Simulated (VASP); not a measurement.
TiO2:

```
Ti O
1.0
     2.70603   -2.70666    0.00000
     2.70603    2.70666    0.00000
    -2.63353    0.00000    4.79664
Ti O
2 4
Direct
  0.13411 0.86589 0.25000
  0.86589 0.13411 0.75000
  0.33122 0.08876 0.66715
  0.66878 0.91124 0.33285
  0.91124 0.66878 0.83285
  0.08876 0.33122 0.16715
```

Base run:

| Item | Value |
| --- | --- |
| Program | VASP 6.6.1 |
| Functional | LDA |
| Potentials or basis | VASP PAW LDA potentials, release 64 (Ti_sv, O) |
| Cutoff | 600 eV |
| k mesh | 6 × 6 × 4, shifted |
| Occupations | gaussian, width 0.02 eV |
| Spin | no spin polarisation |

Its results: band gap on the k mesh 2.23 eV (least direct gap 2.63 eV); pressure -12.2 GPa; largest force 0.314 eV/Å.

Problem. After a change of settings the same cell gave: band gap on the k mesh 2.56 eV (least direct gap 2.85 eV); pressure -12.2 GPa; largest force 0.322 eV/Å. Which change was it?
A. k mesh from 6 × 6 × 4, shifted to 4 × 4 × 4, shifted
B. k mesh from 6 × 6 × 4, shifted to 4 × 4 × 2, through Γ
C. k mesh from 6 × 6 × 4, shifted to 2 × 2 × 2, through Γ
D. k mesh from 6 × 6 × 4, shifted to 4 × 4 × 4, through Γ

Solution. A.

Caveats: the cell stands under tension; a shifted mesh leaves out Γ, where band edges can lie.
